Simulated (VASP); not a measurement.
Wanted: the native input for a VASP 6.6.1 run.

```yaml
Task: single point
Functional: PBEsol
Potentials_or_basis: VASP PAW PBE potentials, release 64 (Cd, Te)
Cutoff: 500 eV
k_mesh: 10 × 10 × 10
Occupations: gaussian, width 0.02 eV
Spin: no spin polarisation
Dipole_correction: no
Further_INCAR_settings: ALGO = Normal; EDIFF = 1e-06; NBANDS = 16
```

The structure of CdTe lies in POSCAR:

```
CdTe
1.0
    0.0000000000      3.2448256579      3.2448256579
    3.2448256579      0.0000000000      3.2448256579
    3.2448256579      3.2448256579      0.0000000000
Cd Te
1 1
Direct
    0.0000000000      0.0000000000      0.0000000000
    0.2500000000      0.2500000000      0.2500000000
```

The input as run:

INCAR

```
ALGO = Normal
EDIFF = 1E-6
ENCUT = 500
GGA = PS
GGA_COMPAT = F
ISIF = 2
ISMEAR = 0
LASPH = T
LCHARG = F
LREAL = F
LWAVE = F
NBANDS = 16
NELM = 120
PREC = Accurate
SIGMA = 0.02
```

KPOINTS

```
k-points
0
Gamma
  10 10 10
```

Potentials or basis: VASP PAW PBE potentials, release 64 (Cd, Te).

The run is started by

```sh
$ cat potpaw_PBE.64/Cd/POTCAR potpaw_PBE.64/Te/POTCAR > POTCAR
$ mpirun -np 1 vasp_std > vasp.out
```

It gave:

```json
{
 "Pressure": "0.2 GPa",
 "Band gap on the k mesh": "0.65 eV, direct"
}
```

Caveat: the PAW data sets were made with another functional, which shifts forces and pressure a little; spin-orbit coupling is left out, which moves the levels of the heavy elements.

Wall time 18 s on 1 thread of Intel(R) Xeon(R) 6975P-C (Granite Rapids) (shared host), peak memory 0.23 GiB.
